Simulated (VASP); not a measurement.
A run of VASP 6.6.1 is set up as follows.

Contents of INCAR:

```
ALGO = Normal ; EDIFF = 1E-6
ENCUT = 600 ; GGA = RE
GGA_COMPAT = F ; ISIF = 2
ISMEAR = 0 ; LASPH = T
LCHARG = F ; LREAL = F
LWAVE = F ; NBANDS = 10
NELM = 120 ; PREC = Accurate
SIGMA = 0.1
```

Contents of KPOINTS:

```
k-points
0
Gamma
  10 10 10
```

Contents of POSCAR:

```
Os
1.0
    0.0000000000      1.9220413878      1.9220413878
    1.9220413878      0.0000000000      1.9220413878
    1.9220413878      1.9220413878      0.0000000000
Os
1
Direct
    0.6220000000      0.7150000000      0.9660000000
```

Potentials or basis: VASP PAW PBE potentials, release 64 (Os).

Command:

```console
$ cat potpaw_PBE.64/Os/POTCAR > POTCAR
$ mpirun -np 1 vasp_std > vasp.out
```

Task: Estimate the pressure.

Result: 7.2 GPa.

Task: What does it give for the band gap on the k mesh?

Result: Zero (bands 4 and 5 overlap by 3.88 eV).

Caveat: the cell stands under pressure; the PAW data sets were made with another functional, which shifts forces and pressure a little; spin-orbit coupling is left out, which moves the levels of the heavy elements.
